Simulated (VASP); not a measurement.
# SiBi2Te5 (P4mm) in VASP: single point with PBE

Aim: the single point of SiBi2Te5 with PBE.

Program: VASP 6.6.1. These are calculated values, not measurements. Logs are shortened: lines on timing, memory, paths and dates and some standing lists are left out, and cuts for length are marked.

### 1 The cell of the first run

It takes space group P4mm (No. 99, tetragonal). The conventional cell has a = 7.337 Å, b = 7.337 Å, c = 6.573 Å, α = 90.00°, β = 90.00°, γ = 90.00°. Si (site symmetry 4mm) has 5 Te at 2.46 to 2.71 Å within 3.3 Å. Bi (site symmetry 2mm) has 6 Te at 3.06 to 3.98 Å and 2 Si at 3.78 Å within 4.0 Å. Within 3.6 Å of Te (site symmetry m) lie 1 Si at 2.71 Å and 2 Bi at 3.06 Å. Within 3.3 Å of Te (site symmetry 4mm) lie 1 Si at 2.46 Å.

### 2 Single point, PBE

Contents of INCAR:

```
ALGO = Normal
EDIFF = 1E-7
ENCUT = 520
GGA = PE
ISIF = 2
ISMEAR = 0
LASPH = True
LCHARG = False
LREAL = False
LWAVE = False
NBANDS = 42
NELM = 80
PREC = Accurate
SIGMA = 0.2
```

Contents of KPOINTS:

```
k-points
0
Gamma
  3 3 3
```

Contents of POSCAR:

```
SiBi2Te5
1.0
    7.3374247851      0.0000000000      0.0000000000
    0.0000000000      7.3374247851      0.0000000000
    0.0000000000      0.0000000000      6.5726593224
Si Bi Te
1 2 5
Direct
    0.0000000000      0.0000000000      1.0365868888
    0.5000000000      0.0000000000      0.8985475086
    0.0000000000      0.5000000000      0.8985475086
    0.2514845412      0.2514845412      0.1461959639
    0.7485154588      0.7485154588      0.1461959639
    0.7485154588      0.2514845412      0.1461959639
    0.2514845412      0.7485154588      0.1461959639
    0.0000000000      0.0000000000      0.6618274783
```

Potentials or basis: VASP PAW PBE potentials, release 64 (Si, Bi_d, Te).

Command:

```sh
> cat potpaw_PBE.64/Si/POTCAR potpaw_PBE.64/Bi_d/POTCAR potpaw_PBE.64/Te/POTCAR > POTCAR
> mpirun -np 1 vasp_std > vasp.out
```

OUTCAR:

```text
EDIFF = 1E-7
   ENCUT = 520
   GGA = PE
   ISIF = 2
   ISMEAR = 0
   LASPH = True
   LREAL = False
   NELM = 80
   PREC = Accurate

 ion  position               nearest neighbor table
   1  0.000  0.000  0.037-   8 2.46   5 2.71   6 2.71   7 2.71   4 2.71
   2  0.500  0.000  0.899-   4 3.06   5 3.06   6 3.06   7 3.06
   3  0.000  0.500  0.899-   4 3.06   5 3.06   6 3.06   7 3.06
   4  0.251  0.251  0.146-   1 2.71   2 3.06   3 3.06   6 3.65   7 3.65
   5  0.749  0.749  0.146-   1 2.71   2 3.06   3 3.06   6 3.65   7 3.65
   6  0.749  0.251  0.146-   1 2.71   2 3.06   3 3.06   4 3.65   5 3.65
   7  0.251  0.749  0.146-   1 2.71   2 3.06   3 3.06   4 3.65   5 3.65
   8  0.000  0.000  0.662-   1 2.46

  LATTYP: Found a simple tetragonal cell.
 ALAT       =     7.3374247851
 C/A-ratio  =     0.8957719520

  Lattice vectors:

 A1 = (   7.3374247851,   0.0000000000,   0.0000000000)
 A2 = (   0.0000000000,   7.3374247851,   0.0000000000)
 A3 = (   0.0000000000,   0.0000000000,   6.5726593224)

Analysis of symmetry for initial positions (statically):
=====================================================================
 Subroutine PRICEL returns:
 Original cell was already a primitive cell.

 Routine SETGRP: Setting up the symmetry group for a
 simple tetragonal supercell.

 Subroutine GETGRP returns: Found  8 space group operations
 (whereof  8 operations were pure point group operations)
 out of a pool of 16 trial point group operations.

The static configuration has the point symmetry C_4v.

Analysis of symmetry for dynamics (positions and initial velocities):
=====================================================================
 Subroutine PRICEL returns:
 Original cell was already a primitive cell.

 Routine SETGRP: Setting up the symmetry group for a
 simple tetragonal supercell.

 Subroutine GETGRP returns: Found  8 space group operations
 (whereof  8 operations were pure point group operations)
 out of a pool of 16 trial point group operations.

The dynamic configuration has the point symmetry C_4v.

 Subroutine INISYM returns: Found  8 space group operations
 (whereof  8 operations are pure point group operations),
 and found     1 'primitive' translations

----------------------------------------------------------------------------------------

                                     Primitive cell

  volume of cell :     353.8575

  direct lattice vectors                    reciprocal lattice vectors
     7.337424785  0.000000000  0.000000000     0.136287598  0.000000000  0.000000000
     0.000000000  7.337424785  0.000000000     0.000000000  0.136287598  0.000000000
     0.000000000  0.000000000  6.572659322     0.000000000  0.000000000  0.152145418

  length of vectors
     7.337424785  7.337424785  6.572659322     0.136287598  0.136287598  0.152145418

  position of ions in fractional coordinates (direct lattice)
     0.000000000  0.000000000  0.036586889
     0.500000000  0.000000000  0.898547509
     0.000000000  0.500000000  0.898547509
     0.251484541  0.251484541  0.146195964
     0.748515459  0.748515459  0.146195964
     0.748515459  0.251484541  0.146195964
     0.251484541  0.748515459  0.146195964
     0.000000000  0.000000000  0.661827478

  ion indices of the primitive-cell ions
   primitive index   ion index
                 1           1
                 2           2
                 3           3
                 4           4
                 5           5
                 6           6
                 7           7
                 8           8

----------------------------------------------------------------------------------------

 KPOINTS: k-points

Automatic generation of k-mesh.
 Grid dimensions read from file:
 generate k-points for:    3    3    3

 Generating k-lattice:

  Cartesian coordinates                     Fractional coordinates (reciprocal lattice)
     0.045429199  0.000000000  0.000000000     0.333333333  0.000000000  0.000000000
     0.000000000  0.045429199  0.000000000     0.000000000  0.333333333  0.000000000
     0.000000000  0.000000000  0.050715139     0.000000000  0.000000000  0.333333333

  Length of vectors
     0.045429199  0.045429199  0.050715139

  Shift w.r.t. Gamma in fractional coordinates (k-lattice)
     0.000000000  0.000000000  0.000000000

 Subroutine IBZKPT returns following result:
 ===========================================

 Found      6 irreducible k-points:

 Following reciprocal coordinates:
            Coordinates               Weight
  0.000000  0.000000  0.000000      1.000000
  0.333333  0.000000  0.000000      4.000000
  0.333333  0.333333  0.000000      4.000000
  0.000000  0.000000  0.333333      2.000000
  0.333333  0.000000  0.333333      8.000000
  0.333333  0.333333  0.333333      8.000000
   k-points           NKPTS =      6   k-points in BZ     NKDIM =      6   number of bands    NBANDS=     42
   number of dos      NEDOS =    301   number of ions     NIONS =      8
   total plane-waves  NPLWV = 156800
   dimension x,y,z NGX =    56 NGY =   56 NGZ =   50
   dimension x,y,z NGXF=   112 NGYF=  112 NGZF=  100
   ions per type =               1   2   5
   NGX,Y,Z   is equivalent  to a cutoff of  12.69, 12.69, 12.65 a.u.
   NGXF,Y,Z  is equivalent  to a cutoff of  25.38, 25.38, 25.29 a.u.
 SYSTEM =  unknown system
   PREC   = accura    normal or accurate (medium, high low for compatibility)
   ISTART =      0    job   : 0-new  1-cont  2-samecut
   ICHARG =      2    charge: 1-file 2-atom 10-const
   ISPIN  =      1    spin polarized calculation?
   LNONCOLLINEAR =      F non collinear calculations
   LSORBIT =      F    spin-orbit coupling
   LASPH  =      T    aspherical Exc in radial PAW
   ENCUT  =  520.0 eV  38.22 Ry    6.18 a.u.  13.64 13.64 12.22*2*pi/ulx,y,z
   NELM   =     80;   NELMIN=  2; NELMDL= -5     # of ELM steps
   EDIFF  = 0.1E-06   stopping-criterion for ELM
   LREAL  =      F    real-space projection
   EDIFFG = 0.1E-05   stopping-criterion for IOM
   NSW    =      0    number of steps for IOM
   IBRION =     -1    ionic relax: 0-MD 1-quasi-New 2-CG
   NFREE  =      0    steps in history (QN), initial steepest desc. (CG)
   ISIF   =      2    stress and relaxation
   ISYM   =      2    0-nonsym 1-usesym 2-fastsym
   POTIM  = 0.5000    time-step for ionic-motion
   TEBEG  =    0.0;   TEEND  =   0.0 temperature during run
   PSTRESS=    0.0 pullay stress
   NELECT =      64.0000    total number of electrons
   NUPDOWN=      -1.0000    fix difference up-down
   EMIN   =  10.00;   EMAX   =-10.00  energy-range for DOS
   EFERMI =   0.00;   METHOD = LEGACY
   ISMEAR =     0;   SIGMA  =   0.20  broadening in eV -4-tet -1-fermi 0-gaus
   EFERMI_NEDOS =   21; number of points for ismear=-14 and -15
   IALGO  =     38    algorithm
   IMIX   =      4    mixing-type and parameters
     AMIX     =   0.40;   BMIX     =  1.00
     AMIX_MAG =   1.60;   BMIX_MAG =  1.00
  volume/ion in A,a.u.               =      44.23       298.49
  Fermi-wavevector in a.u.,A,eV,Ry     =   0.925817  1.749541 11.662069  0.857138
  Thomas-Fermi vector in A             =   2.051713
   LORBIT       =      0    0 simple, 1 ext, 2 COOP (PROOUT), +10 PAW based schemes
   GGA     = PE    functional components
   LHFCALC =     F    Hartree Fock is set to
   AEXX    =    0.0000 exact exchange contribution
   IVDW    =     0    specifies the selected vdW correction
   LEPSILON=     F    determine dielectric tensor
   LRPA    =     F    only Hartree local field effects (RPA)
 non-spin polarized calculation
 Gauss-broadening in eV      SIGMA  =   0.20
  energy-cutoff  :      520.00
  volume of cell :      353.86
 maximum number of plane-waves:      9577
 NGX is ok and might be reduce to    54
   NGX = 27   NGY = 27   NGZ = 25

 number of electron      63.9999994 magnetization

 Free energy of the ion-electron system (eV)
  ---------------------------------------------------
  ext. energy  EPLUGINS =         0.00000000
  ---------------------------------------------------
  free energy    TOTEN  =       -28.14829684 eV

  energy without entropy =      -28.06303643  energy(sigma->0) =      -28.10566663

 E-fermi :   3.1889     XC(G=0):  -7.5000

 val. band max:        3.1308103754   @ k =   0.3333   0.0000   0.0000
 cond. band min:       3.2017140168   @ k =   0.3333   0.0000   0.0000
 fundamental gap:      0.0709036414
 Fermi energy:         3.1888544978

 k-point     1 :       0.0000    0.0000    0.0000
  band No.  band energies     occupation
      1     -20.1227      2.00000
      2     -20.1167      2.00000
      3     -20.1165      2.00000
      4     -20.1156      2.00000
      5     -20.1012      2.00000
      6     -20.1012      2.00000
[... 34 lines left out ...]
     41       6.9206      0.00000
     42       7.2830      0.00000

 k-point     2 :       0.3333    0.0000    0.0000
  band No.  band energies     occupation
      1     -20.1212      2.00000
      2     -20.1181      2.00000
      3     -20.1164      2.00000
      4     -20.1158      2.00000
      5     -20.1012      2.00000
      6     -20.1011      2.00000
[... 34 lines left out ...]
     41       7.3189      0.00000
     42       7.6330      0.00000

 k-point     3 :       0.3333    0.3333    0.0000
  band No.  band energies     occupation
      1     -20.1204      2.00000
      2     -20.1189      2.00000
      3     -20.1162      2.00000
      4     -20.1159      2.00000
      5     -20.1020      2.00000
      6     -20.1003      2.00000
[... 34 lines left out ...]
     41       7.0273      0.00000
     42       7.7423      0.00000

 k-point     4 :       0.0000    0.0000    0.3333
  band No.  band energies     occupation
      1     -20.1226      2.00000
      2     -20.1167      2.00000
      3     -20.1165      2.00000
      4     -20.1156      2.00000
      5     -20.1012      2.00000
      6     -20.1012      2.00000
[... 34 lines left out ...]
     41       6.9703      0.00000
     42       6.9703      0.00000

 k-point     5 :       0.3333    0.0000    0.3333
  band No.  band energies     occupation
      1     -20.1212      2.00000
      2     -20.1181      2.00000
      3     -20.1164      2.00000
      4     -20.1158      2.00000
      5     -20.1012      2.00000
      6     -20.1011      2.00000
[... 34 lines left out ...]
     41       6.2982      0.00000
     42       7.5142      0.00000

 k-point     6 :       0.3333    0.3333    0.3333
  band No.  band energies     occupation
      1     -20.1204      2.00000
      2     -20.1189      2.00000
      3     -20.1162      2.00000
      4     -20.1159      2.00000
      5     -20.1020      2.00000
      6     -20.1003      2.00000
[... 34 lines left out ...]
     41       6.8961      0.00000
     42       7.0587      0.00000

------------------------ aborting loop because EDIFF is reached ----------------------------------------

  FORCE on cell =-STRESS in cart. coord.  units (eV):
  Direction    XX          YY          ZZ          XY          YZ          ZX
  --------------------------------------------------------------------------------------
  -------------------------------------------------------------------------------------
  Total        0.0739255      0.0739255      0.7744921      0.0000000      0.0000000      0.0000000
  in kB        0.3347159      0.3347159      3.5067043      0.0000000      0.0000000      0.0000000
  external PRESSURE =       1.3920454 kB  Pullay stress =       0.0000000 kB

 VOLUME and BASIS-vectors are now :
 -----------------------------------------------------------------------------
  energy-cutoff  :      520.00
  volume of cell :      353.86
      direct lattice vectors                 reciprocal lattice vectors
     7.337424785  0.000000000  0.000000000     0.136287598  0.000000000  0.000000000
     0.000000000  7.337424785  0.000000000     0.000000000  0.136287598  0.000000000
     0.000000000  0.000000000  6.572659322     0.000000000  0.000000000  0.152145418

 POSITION                                       TOTAL-FORCE (eV/Angst)
 -----------------------------------------------------------------------------------
      0.00000      0.00000      0.24047         0.000000      0.000000      0.051417
      3.66871      0.00000      5.90585         0.000000      0.000000      0.004617
      0.00000      3.66871      5.90585         0.000000      0.000000      0.004617
      1.84525      1.84525      0.96090        -0.003207     -0.003207      0.008802
      5.49218      5.49218      0.96090         0.003207      0.003207      0.008802
      5.49218      1.84525      0.96090         0.003207     -0.003207      0.008802
      1.84525      5.49218      0.96090        -0.003207      0.003207      0.008802
      0.00000      0.00000      4.34997         0.000000      0.000000     -0.095860
 -----------------------------------------------------------------------------------
    total drift:                               -0.000000      0.000000     -0.002118

  FREE ENERGIE OF THE ION-ELECTRON SYSTEM (eV)
  ---------------------------------------------------
  free  energy   TOTEN  =       -28.1482968400 eV

  energy  without entropy=      -28.0630364272  energy(sigma->0) =      -28.10566663
```

Run time: 1.7 min. Hardware: 1 thread of Intel Xeon Platinum 8259CL at 2.50GHz (Skylake/Cascade Lake), shared host; peak memory 0.45 GiB.

What came out:

```yaml
Free_energy: -28.1483 eV
Pressure: 0.1 GPa
Largest_force: 0.096 eV/Å
Band_gap_on_the_k_mesh: zero (band 32 reaches 3.51 eV, above the bottom of band 33 at 3.20 eV)
```

Forces in eV/Å, atoms in the order of the input:
```
Si   0.000  0.000  0.051
Bi   0.000  0.000  0.005
Bi   0.000  0.000  0.005
Te  -0.003 -0.003  0.009
Te   0.003  0.003  0.009
Te   0.003 -0.003  0.009
Te  -0.003  0.003  0.009
Te   0.000  0.000 -0.096
```

Levels at points of the mesh, in eV from the Fermi level:
| k point | band 28 | band 29 | band 30 | band 31 | band 32 | band 33 | band 34 | band 35 | band 36 | band 37 |
| --- | --- | --- | --- | --- | --- | --- | --- | --- | --- | --- |
| (0.00, 0.00, 0.00) | -1.07 | -1.02 | -1.02 | -0.74 | 0.32 | 0.37 | 0.38 | 1.37 | 1.40 | 1.40 |

Caveat: spin-orbit coupling is left out, which moves the levels of the heavy elements; this functional lacks dispersion, which binds the layers, so the pressure and a relaxed spacing across them are unreliable.
